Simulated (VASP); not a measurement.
Write the native input for VASP 6.6.1 that does the following.

| Item | Value |
| --- | --- |
| Task | single point |
| Functional | PBE |
| Potentials or basis | VASP PAW PBE potentials, release 64 (Sb, Mn_pv) |
| Cutoff | 500 eV |
| k mesh | 7 × 7 × 5 |
| Occupations | gaussian, width 0.029 eV |
| Spin | collinear spin, ferromagnetic start |
| Starting moments | [0.0, 0.0, 4.0, 4.0] μB |
| Dipole correction | no |
| Further INCAR settings | ALGO = Normal; EDIFF = 1e-06; NBANDS = 30 |

The structure of MnSb lies in POSCAR:

```
MnSb
1.0
    4.1500000000      0.0000000000      0.0000000000
   -2.0750000000      3.5940054257      0.0000000000
    0.0000000000      0.0000000000      5.7800000000
Sb Mn
2 2
Direct
    0.6666666667      0.3333333333      0.7500000000
    0.3333333333      0.6666666667      0.2500000000
    0.0000000000      0.0000000000      0.5000000000
    0.0000000000      0.0000000000      0.0000000000
```

These files were run (other wordings do the same):

INCAR

```
SYSTEM = MnSb
PREC = Accurate
ENCUT = 500
EDIFF = 1E-6
ISMEAR = 0
SIGMA = 0.028999999999999998
LREAL = .False.
LASPH = .True.
NELM = 200
ALGO = Normal
ISIF = 2
LWAVE = .False.
LCHARG = .True.
ISPIN = 2
MAGMOM = 0 0 4 4
LORBIT = 11
LMAXMIX = 4
GGA = PE
LELF = .True.
LVHAR = .True.
NBANDS = 30
GGA_COMPAT = .False.
```

KPOINTS

```
regular mesh
0
Gamma
  7 7 5
  0 0 0
```

Potentials or basis: VASP PAW PBE potentials, release 64 (Sb, Mn_pv).

The run is started by

```bash
$ cat potpaw_PBE.64/Sb/POTCAR potpaw_PBE.64/Mn_pv/POTCAR > POTCAR
$ mpirun -np 1 vasp_std > vasp.out
```

It gave:

| Item | Value |
| --- | --- |
| Pressure | -3.4 GPa |
| Net moment | 6.68 μB per cell |
| Site moments | Sb -0.13; Mn +3.39 μB |
| Valence electrons inside the program's atomic spheres | Sb 2.44; Mn 11.51 |

Caveat: the cell stands under tension; the run started ferromagnetic, and an antiferromagnetic order may lie lower in energy.

It took 2.3 min on 1 thread of Intel(R) Xeon(R) Platinum 8488C (Sapphire Rapids), on a shared host, peak memory 0.27 GiB.
